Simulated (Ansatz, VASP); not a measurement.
One calculation of Si2W, two programs

Contents of INCAR:

```
  PREC = Accurate
  ENCUT = 520
  EDIFF = 1E-7
  ISMEAR = 0
  SIGMA = 0.15
  LREAL = False
  LASPH = True
  NELM = 80
  ALGO = Normal
  ISIF = 2
  LWAVE = False
  LCHARG = False
  GGA = PE
  NBANDS = 18
```

File KPOINTS:

```
regular mesh
0
Gamma
  22 22 22
```

POSCAR

```
Si2W
1.0
   -1.6144976568      1.6144976568      3.9334139095
    1.6144976568     -1.6144976568      3.9334139095
    1.6144976568      1.6144976568     -3.9334139095
Si W
2 1
Direct
    0.3345744059      0.3345744059      0.0000000000
    0.6654255941      0.6654255941      0.0000000000
    0.0000000000      0.0000000000      0.0000000000
```

Input for Ansatz:

```yaml
crystal:
  lattice:
    - [-1.6144976568, 1.6144976568, 3.9334139095]
    - [1.6144976568, -1.6144976568, 3.9334139095]
    - [1.6144976568, 1.6144976568, -3.9334139095]
  atoms:
    - { symbol: Si, position: [0.3345744059, 0.3345744059, 0.0] }
    - { symbol: Si, position: [0.6654255941, 0.6654255941, 0.0] }
    - { symbol: W, position: [0.0, 0.0, 0.0] }
basis:
  ecutwfc: 420
kpoints:
  mp_grid: { grid: [22, 22, 22] }
hamiltonian:
  xc: pbe
scf:
  occupations: { method: gaussian, width: 0.15 }
output:
  forces: true
  stress: true
  eigenvalues: true
  write_density: true
  write_potential: true
  elf: true
  volumetric_format: npy
```

Alike in both runs: task single point; functional PBE; k mesh 22 × 22 × 22; occupations gaussian, width 0.15 eV; no spin polarisation.

|  | VASP | Ansatz |
| --- | --- | --- |
| version | VASP 6.6.1 | Ansatz 0.2.0 |
| potentials or method | VASP PAW PBE potentials, release 64 (Si, W_sv), cutoff 520 eV | scalar-relativistic, plane waves, PAW |
| valence electrons in the cell | 22 | 22 |

Ansatz gave:

- gap on the k mesh at the Fermi level (eV): none
- pressure (GPa): 0.0

Question: What did VASP give for the same quantities?

Answer: gap on the k mesh at the Fermi level (eV): none; pressure (GPa): 0.1.

A gap of «none» marks a metal or a gap that the smearing closes.

Spin-orbit coupling is off throughout.
